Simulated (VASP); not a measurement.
# AgBr (Fm-3m) in VASP: further runs

Runs on AgBr. Level: PBE. Tasks: vibrations by perturbation theory.

Everything below comes from runs of VASP 6.6.1. Logs are shortened: lines on timing, memory, paths and dates and some standing lists are left out, and cuts for length are marked.

## (1) The cell of the first run

The structure is cubic, space group Fm-3m (No. 225). Conventional cell: a = 5.753 Å, b = 5.753 Å, c = 5.753 Å, α = 90.00°, β = 90.00°, γ = 90.00°. Within 3.8 Å of Ag (site symmetry m-3m) lie 6 Br at 2.88 Å. Within 3.8 Å of Br (site symmetry m-3m) lie 6 Ag at 2.88 Å.

## (2) Vibrations by perturbation theory, PBE

INCAR reads:

```
PREC = Accurate
ENCUT = 500
EDIFF = 1E-8
ISMEAR = 0
SIGMA = 0.01
LREAL = F
LASPH = T
NELM = 120
ALGO = Normal
ISIF = 2
LWAVE = F
LCHARG = F
GGA = PE
IBRION = 8
NSW = 1
LEPSILON = T
GGA_COMPAT = F
```

KPOINTS reads:

```
Automatic mesh
0
Gamma
  8 8 8
```

POSCAR reads:

```
AgBr
1.0
    0.0000000000      2.8762833349      2.8762833349
    2.8762833349      0.0000000000      2.8762833349
    2.8762833349      2.8762833349      0.0000000000
Ag Br
1 1
Direct
    0.5000000000      0.5000000000      0.5000000000
    0.0000000000      0.0000000000      0.0000000000
```

Potentials or basis: VASP PAW PBE potentials, release 64 (Ag, Br).

Launch:

```bash
cat potpaw_PBE.64/Ag/POTCAR potpaw_PBE.64/Br/POTCAR > POTCAR
mpirun -np 1 vasp_std > vasp.out
```

OUTCAR:

```text
PREC = Accurate
   ENCUT = 500
   EDIFF = 1E-8
   ISMEAR = 0
   LREAL = F
   LASPH = T
   NELM = 120
   ISIF = 2
   GGA = PE
   IBRION = 8
   NSW = 1
   LEPSILON = T

 ion  position               nearest neighbor table
   1  0.500  0.500  0.500-   2 2.88   2 2.88   2 2.88   2 2.88   2 2.88   2 2.88
   2  0.000  0.000  0.000-   1 2.88   1 2.88   1 2.88   1 2.88   1 2.88   1 2.88

  LATTYP: Found a face centered cubic cell.
 ALAT       =     5.7525666698

  Lattice vectors:

 A1 = (   0.0000000000,   2.8762833349,   2.8762833349)
 A2 = (   2.8762833349,   0.0000000000,   2.8762833349)
 A3 = (   2.8762833349,   2.8762833349,   0.0000000000)

Analysis of symmetry for initial positions (statically):
=====================================================================
 Subroutine PRICEL returns:
 Original cell was already a primitive cell.

 Routine SETGRP: Setting up the symmetry group for a
 face centered cubic supercell.

 Subroutine GETGRP returns: Found 48 space group operations
 (whereof 48 operations were pure point group operations)
 out of a pool of 48 trial point group operations.

The static configuration has the point symmetry O_h .

Analysis of symmetry for dynamics (positions and initial velocities):
=====================================================================
 Subroutine PRICEL returns:
 Original cell was already a primitive cell.

 Routine SETGRP: Setting up the symmetry group for a
 face centered cubic supercell.

 Subroutine GETGRP returns: Found 48 space group operations
 (whereof 48 operations were pure point group operations)
 out of a pool of 48 trial point group operations.

The dynamic configuration has the point symmetry O_h .

 Subroutine INISYM returns: Found 48 space group operations
 (whereof 48 operations are pure point group operations),
 and found     1 'primitive' translations

----------------------------------------------------------------------------------------

                                     Primitive cell

  volume of cell :      47.5910

  direct lattice vectors                    reciprocal lattice vectors
     0.000000000  2.876283335  2.876283335    -0.173835447  0.173835447  0.173835447
     2.876283335  0.000000000  2.876283335     0.173835447 -0.173835447  0.173835447
     2.876283335  2.876283335  0.000000000     0.173835447  0.173835447 -0.173835447

  length of vectors
     4.067678901  4.067678901  4.067678901     0.301091827  0.301091827  0.301091827

  position of ions in fractional coordinates (direct lattice)
     0.500000000  0.500000000  0.500000000
     0.000000000  0.000000000  0.000000000

  ion indices of the primitive-cell ions
   primitive index   ion index
                 1           1
                 2           2

----------------------------------------------------------------------------------------

 KPOINTS: Automatic mesh

Automatic generation of k-mesh.
 Grid dimensions read from file:
 generate k-points for:    8    8    8

 Generating k-lattice:

  Cartesian coordinates                     Fractional coordinates (reciprocal lattice)
    -0.021729431  0.021729431  0.021729431     0.125000000  0.000000000  0.000000000
     0.021729431 -0.021729431  0.021729431     0.000000000  0.125000000  0.000000000
     0.021729431  0.021729431 -0.021729431     0.000000000  0.000000000  0.125000000
[... 533 lines left out ...]
  free energy    TOTEN  =        -0.70980127 eV

  energy without entropy =       -0.70980127

------------------------ aborting loop because EDIFF is reached ----------------------------------------

--------------------------------------- Ionic step        2  -------------------------------------------

------------------------ aborting loop because EDIFF is reached ----------------------------------------

--------------------------------------- Ionic step        3  -------------------------------------------

------------------------ aborting loop because EDIFF is reached ----------------------------------------

 PIEZOELECTRIC TENSOR FIELD DIRECTION 3  (e Angst)
 -----------------------------------------------------------------------------
     0.00001  0.00000  0.00000           (  0.00001  0.00000  0.00000)
     0.00000  0.00001 -0.00000           (  0.00000  0.00001  0.00000)
     0.00000  0.00000 -0.00253           (  0.00000  0.00000  0.00004)

 PIEZOELECTRIC TENSOR FIELD DIRECTION 3  (C/m^2)
 -----------------------------------------------------------------------------
     0.00000  0.00000  0.00000
     0.00000  0.00000 -0.00000
     0.00000  0.00000 -0.00085

--------------------------------------- Ionic step        4  -------------------------------------------

------------------------ aborting loop because EDIFF is reached ----------------------------------------

[... ionic steps 5 to 6 ...]

--------------------------------------- Ionic step        7  -------------------------------------------

 Free energy of the ion-electron system (eV)
  ---------------------------------------------------
  ---------------------------------------------------
  free energy    TOTEN  =        -0.13711491 eV

  energy without entropy =       -0.13711491

------------------------ aborting loop because EDIFF is reached ----------------------------------------

 INTERNAL STRAIN TENSOR  FOR ION    2  DIRECTION 1   (eV/Angst):
 -----------------------------------------------------------------------------
     0.00309  0.00000 -0.00000
    -0.00000  0.01869 -0.00000
    -0.00000 -0.00000  0.01869

 MACROSCOPIC STATIC DIELECTRIC TENSOR (including local field effects in DFT)
 ------------------------------------------------------
           6.077431    -0.000000    -0.000000
          -0.000000     6.077431    -0.000000
          -0.000000    -0.000000     6.077431
 ------------------------------------------------------

 PIEZOELECTRIC TENSOR (including local field effects)  for field in x, y, z        (e  Angst)
          XX          YY          ZZ          XY          YZ          ZX
  --------------------------------------------------------------------------------
  x     0.00000     0.00000     0.00000     0.00000     0.00000     0.00000
  y     0.00000     0.00000     0.00000     0.00000     0.00000     0.00000
  z     0.00000     0.00000     0.00000     0.00000     0.00000     0.00000

 PIEZOELECTRIC TENSOR (including local field effects)  for field in x, y, z        (C/m^2)
          XX          YY          ZZ          XY          YZ          ZX
  --------------------------------------------------------------------------------
  x     0.00000     0.00000     0.00000     0.00000     0.00000     0.00000
  y     0.00000     0.00000     0.00000     0.00000     0.00000     0.00000
  z     0.00000     0.00000     0.00000     0.00000     0.00000     0.00000

 BORN EFFECTIVE CHARGES (including local field effects) (in |e|, cummulative output)
 ---------------------------------------------------------------------------------
 ion    1
    1     1.51821    -0.00000     0.00000
    2     0.00000     1.51821     0.00000
    3     0.00000     0.00000     1.51821
 ion    2
    1    -1.51821     0.00000     0.00000
    2    -0.00000    -1.51821     0.00000
    3     0.00000     0.00000    -1.51821

 INTERNAL STRAIN TENSOR FOR ION    2 for displacements in x,y,z  (eV/Angst):
          X           Y           Z          XY          YZ          ZX
  --------------------------------------------------------------------------------
  x     0.00000     0.00000     0.00000     0.00000     0.00000     0.00000
  y     0.00000     0.00000     0.00000     0.00000     0.00000     0.00000
  z     0.00000     0.00000     0.00000     0.00000     0.00000     0.00000

 SECOND DERIVATIVES (NOT SYMMETRIZED)
 ------------------------------------
               1X          1Y          1Z          2X          2Y          2Z
  1X    -1.191725    0.000000    0.000000    1.191725    0.000000    0.000000
  1Y     0.000000   -1.191725    0.000000    0.000000    1.191725    0.000000
  1Z     0.000000    0.000000   -1.191725    0.000000    0.000000    1.191725
  2X     1.175680    0.000000    0.000000   -1.175680    0.000000    0.000000
  2Y     0.000000    1.175680    0.000000    0.000000   -1.175680    0.000000
  2Z     0.000000    0.000000    1.175680    0.000000    0.000000   -1.175680

 Eigenvectors and eigenvalues of the dynamical matrix
 ----------------------------------------------------

   1 f  =    2.509227 THz    15.765940 2PiTHz   83.698813 cm-1    10.377326 meV
             X         Y         Z           dx          dy          dz
      2.876283  2.876283  2.876283     0.000000    0.654871    0.000000
      0.000000  0.000000  0.000000     0.000000   -0.755741    0.000000
[... 21 lines left out ...]
   6 f/i=    0.008417 THz     0.052884 2PiTHz    0.280752 cm-1     0.034809 meV
             X         Y         Z           dx          dy          dz
      2.876283  2.876283  2.876283     0.000000    0.000000    0.755741
      0.000000  0.000000  0.000000     0.000000    0.000000    0.654871

--------------------------------------------------------------------------------------------------------

 MACROSCOPIC STATIC DIELECTRIC TENSOR IONIC CONTRIBUTION
 ------------------------------------------------------
           7.403775    -0.000000     0.000000
          -0.000000     7.403775     0.000000
           0.000000     0.000000     7.403775
 ------------------------------------------------------

 ELASTIC MODULI CONTR FROM IONIC RELAXATION (kBar)
 Direction    XX          YY          ZZ          XY          YZ          ZX
 --------------------------------------------------------------------------------
 XX           0.0000      0.0000      0.0000      0.0000      0.0000      0.0000
 YY           0.0000      0.0000      0.0000      0.0000      0.0000      0.0000
 ZZ           0.0000      0.0000      0.0000      0.0000      0.0000      0.0000
 XY           0.0000      0.0000      0.0000      0.0000      0.0000      0.0000
 YZ           0.0000      0.0000      0.0000      0.0000      0.0000      0.0000
 ZX           0.0000      0.0000      0.0000      0.0000      0.0000      0.0000
 --------------------------------------------------------------------------------

 PIEZOELECTRIC TENSOR IONIC CONTR  for field in x, y, z        (C/m^2)
          XX          YY          ZZ          XY          YZ          ZX
  --------------------------------------------------------------------------------
  x     0.00000     0.00000     0.00000     0.00000     0.00000     0.00000
  y     0.00000     0.00000     0.00000     0.00000     0.00000     0.00000
  z     0.00000     0.00000     0.00000     0.00000     0.00000     0.00000
```

Wall time 10 min (1 thread of Intel Xeon 8259CL, shared host); peak memory 0.26 GiB.

What came out:

- Electronic dielectric tensor (diagonal): 6.08
- Born charges (mean of the diagonal): Ag +1.52; Br -1.52 e
- Highest phonon frequency at Γ, LO-TO splitting left out: 84 cm⁻¹

Phonon frequencies in cm⁻¹ (negative: imaginary):
```csv
q point,frequencies
"(0.000, 0.000, 0.000)",0 0 0 84 84 84
```

Electronic dielectric tensor:
```
6.08 0.00 0.00
0.00 6.08 0.00
0.00 0.00 6.08
```

Born effective charge tensors (e):
atom 1, Ag
```
1.52 0.00 0.00
0.00 1.52 0.00
0.00 0.00 1.52
```
atom 2, Br
```
-1.52  0.00  0.00
 0.00 -1.52  0.00
 0.00  0.00 -1.52
```

Caveat: the cell stands under pressure or tension, which shifts response properties.

## (3) Vibrations by perturbation theory, PBE

This run uses another cell than the first one, of 17.08 Å³/atom.

INCAR is that of step 2.

KPOINTS reads:

```
Automatic mesh
0
Gamma
  10 10 10
```

POSCAR reads:

```
AgBr
1.0
    0.0000000000      2.5754171105      2.5754171105
    2.5754171105      0.0000000000      2.5754171105
    2.5754171105      2.5754171105      0.0000000000
Ag Br
1 1
Direct
    0.5000000000      0.5000000000      0.5000000000
    0.0000000000      0.0000000000      0.0000000000
```

Potentials or basis: VASP PAW PBE potentials, release 64 (Ag, Br).

Launch:

```bash
cat potpaw_PBE.64/Ag/POTCAR potpaw_PBE.64/Br/POTCAR > POTCAR
mpirun -np 1 vasp_std > vasp.out
```

OUTCAR:

```text
PREC = Accurate
   ENCUT = 500
   EDIFF = 1E-8
   ISMEAR = 0
   LREAL = F
   LASPH = T
   NELM = 120
   ISIF = 2
   GGA = PE
   IBRION = 8
   NSW = 1
   LEPSILON = T

 ion  position               nearest neighbor table
   1  0.500  0.500  0.500-   2 2.58   2 2.58   2 2.58   2 2.58   2 2.58   2 2.58
   2  0.000  0.000  0.000-   1 2.58   1 2.58   1 2.58   1 2.58   1 2.58   1 2.58

  LATTYP: Found a face centered cubic cell.
 ALAT       =     5.1508342210

  Lattice vectors:

 A1 = (   0.0000000000,   2.5754171105,   2.5754171105)
 A2 = (   2.5754171105,   0.0000000000,   2.5754171105)
 A3 = (   2.5754171105,   2.5754171105,   0.0000000000)

Analysis of symmetry for initial positions (statically):
=====================================================================
 Subroutine PRICEL returns:
 Original cell was already a primitive cell.

 Routine SETGRP: Setting up the symmetry group for a
 face centered cubic supercell.

 Subroutine GETGRP returns: Found 48 space group operations
 (whereof 48 operations were pure point group operations)
 out of a pool of 48 trial point group operations.

The static configuration has the point symmetry O_h .

Analysis of symmetry for dynamics (positions and initial velocities):
=====================================================================
 Subroutine PRICEL returns:
 Original cell was already a primitive cell.

 Routine SETGRP: Setting up the symmetry group for a
 face centered cubic supercell.

 Subroutine GETGRP returns: Found 48 space group operations
 (whereof 48 operations were pure point group operations)
[... 641 lines left out ...]
          XX          YY          ZZ          XY          YZ          ZX
  --------------------------------------------------------------------------------
  x     0.00000     0.00000     0.00000     0.00000     0.00000     0.00000
  y     0.00000     0.00000     0.00000     0.00000     0.00000     0.00000
  z     0.00000     0.00000     0.00000     0.00000     0.00000     0.00000

 BORN EFFECTIVE CHARGES (including local field effects) (in |e|, cummulative output)
 ---------------------------------------------------------------------------------
 ion    1
    1     1.38408     0.00000     0.00000
    2    -0.00000     1.38408     0.00000
    3     0.00000     0.00000     1.38408
 ion    2
    1    -1.38408    -0.00000     0.00000
    2     0.00000    -1.38408     0.00000
    3     0.00000     0.00000    -1.38408

 INTERNAL STRAIN TENSOR FOR ION    2 for displacements in x,y,z  (eV/Angst):
          X           Y           Z          XY          YZ          ZX
  --------------------------------------------------------------------------------
  x     0.00000     0.00000     0.00000     0.00000     0.00000     0.00000
  y     0.00000     0.00000     0.00000     0.00000     0.00000     0.00000
  z     0.00000     0.00000     0.00000     0.00000     0.00000     0.00000

 SECOND DERIVATIVES (NOT SYMMETRIZED)
 ------------------------------------
               1X          1Y          1Z          2X          2Y          2Z
  1X    -6.689660    0.000000    0.000000    6.689660    0.000000    0.000000
  1Y     0.000000   -6.689660    0.000000    0.000000    6.689660    0.000000
  1Z     0.000000    0.000000   -6.689660    0.000000    0.000000    6.689660
  2X     6.681363    0.000000    0.000000   -6.681363    0.000000    0.000000
  2Y     0.000000    6.681363    0.000000    0.000000   -6.681363    0.000000
  2Z     0.000000    0.000000    6.681363    0.000000    0.000000   -6.681363

 Eigenvectors and eigenvalues of the dynamical matrix
 ----------------------------------------------------

   1 f  =    5.965994 THz    37.485449 2PiTHz  199.004153 cm-1    24.673359 meV
             X         Y         Z           dx          dy          dz
      2.575417  2.575417  2.575417    -0.652565    0.000000    0.000000
      0.000000  0.000000  0.000000     0.757733    0.000000    0.000000
[... 21 lines left out ...]
   6 f/i=    0.001831 THz     0.011501 2PiTHz    0.061059 cm-1     0.007570 meV
             X         Y         Z           dx          dy          dz
      2.575417  2.575417  2.575417     0.000000   -0.296877   -0.697154
      0.000000  0.000000  0.000000     0.000000   -0.255672   -0.600394

--------------------------------------------------------------------------------------------------------

 MACROSCOPIC STATIC DIELECTRIC TENSOR IONIC CONTRIBUTION
 ------------------------------------------------------
           1.517683     0.000000     0.000000
           0.000000     1.517683    -0.000000
           0.000000    -0.000000     1.517683
 ------------------------------------------------------

 ELASTIC MODULI CONTR FROM IONIC RELAXATION (kBar)
 Direction    XX          YY          ZZ          XY          YZ          ZX
 --------------------------------------------------------------------------------
 XX           0.0000      0.0000      0.0000      0.0000      0.0000      0.0000
 YY           0.0000      0.0000      0.0000      0.0000      0.0000      0.0000
 ZZ           0.0000      0.0000      0.0000      0.0000      0.0000      0.0000
 XY           0.0000      0.0000      0.0000      0.0000      0.0000      0.0000
 YZ           0.0000      0.0000      0.0000      0.0000      0.0000      0.0000
 ZX           0.0000      0.0000      0.0000      0.0000      0.0000      0.0000
 --------------------------------------------------------------------------------

 PIEZOELECTRIC TENSOR IONIC CONTR  for field in x, y, z        (C/m^2)
          XX          YY          ZZ          XY          YZ          ZX
  --------------------------------------------------------------------------------
  x     0.00000     0.00000     0.00000     0.00000     0.00000     0.00000
  y     0.00000     0.00000     0.00000     0.00000     0.00000     0.00000
  z     0.00000     0.00000     0.00000     0.00000     0.00000     0.00000
```

stdout:

```text
POSCAR found type information on POSCAR AgBr
 POSCAR found :  2 types and       2 ions
 scaLAPACK will be used
 LDA part: xc-table for (Slater+PW92), standard interpolation
 POSCAR, INCAR and KPOINTS ok, starting setup
 FFT: planning ... GRIDC
 FFT: planning ... GRID_SOFT
 FFT: planning ... GRID
 WAVECAR not read
 entering main loop
[... 24 lines left out ...]
 dielectric tensor                  component  3 :     0.555     1.587     7.924
 Linear response DOF=           2
 Linear response progress:
 first order change of Fermi-energy  -0.38792E-03
 force on displaced ion       1 direction 1 :  -6.690   0.000   0.000
 Born effective charge ion    1 direction 1 :   1.381   0.000   0.000
 Linear response progress:
 first order change of Fermi-energy   0.11459E-02
 force on displaced ion       2 direction 1 :  -6.681   0.000   0.000
 Born effective charge ion    2 direction 1 :  -1.388   0.000   0.000
 Born effective charges drift removed
 Linear response finished
```

It took 9.7 min on 1 thread of Intel Xeon 8259CL, shared host; peak memory 0.27 GiB.

Results:

| Quantity | Value |
| --- | --- |
| Electronic dielectric tensor (diagonal) | 7.92 |
| Born charges (mean of the diagonal) | Ag +1.38; Br -1.38 e |
| Highest phonon frequency at Γ, LO-TO splitting left out | 199 cm⁻¹ |

Phonon frequencies in cm⁻¹ (negative: imaginary):
```
              q point        frequencies
(0.000, 0.000, 0.000)  0 0 0 199 199 199
```

Electronic dielectric tensor:
```
7.92 0.00 0.00
0.00 7.92 0.00
0.00 0.00 7.92
```

Born effective charge tensors (e):
atom 1, Ag
```
1.38 0.00 0.00
0.00 1.38 0.00
0.00 0.00 1.38
```
atom 2, Br
```
-1.38  0.00  0.00
 0.00 -1.38  0.00
 0.00  0.00 -1.38
```

Caveat: the cell stands under pressure or tension, which shifts response properties.

(Continued in part 2 of 2.)
